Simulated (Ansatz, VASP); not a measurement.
## Two plane-wave programs on CoSnH4

```
Co Sn H
1.0
     0.00000    2.91084    2.91084
     2.91084    0.00000    2.91084
     2.91084    2.91084    0.00000
Co Sn H
1 1 4
Direct
  0.00000 0.00000 0.00000
  0.75000 0.75000 0.75000
  0.33559 0.99324 0.33559
  0.33559 0.33559 0.99324
  0.33559 0.33559 0.33559
  0.99324 0.33559 0.33559
```

Alike in both runs: functional PBE; k mesh 6 × 6 × 6; occupations gaussian, width 0.1 eV; collinear spin.

Ansatz relaxed the structure, and its values are those at the end. VASP's run is a single point on that final structure, the one shown.

|  | VASP | Ansatz |
| --- | --- | --- |
| version | VASP 6.6.1 | Ansatz 0.2.0 |
| potentials or method | VASP PAW PBE potentials, release 64 (Co, Sn_d, H), cutoff 520 eV | scalar-relativistic, plane waves, PAW |
| valence electrons in the cell | 27 | 35 |

VASP gave:

* gap on the k mesh at the Fermi level (eV): none
* pressure (GPa): -0.3
* rms of the force components (eV/Å): 0.015
* net moment per atom (μB): 0.00

Question: What did Ansatz give for the same quantities?

Answer: gap on the k mesh at the Fermi level (eV): none; pressure (GPa): -0.1; rms of the force components (eV/Å): 0.013; net moment per atom (μB): 0.00.

A gap of «none» marks a metal or a gap that the smearing closes. VASP's potentials hold 27 valence electrons a cell and Ansatz's 35, so a difference there can come from the potentials and not from the codes. Ansatz's warnings: seeded moment not kept.
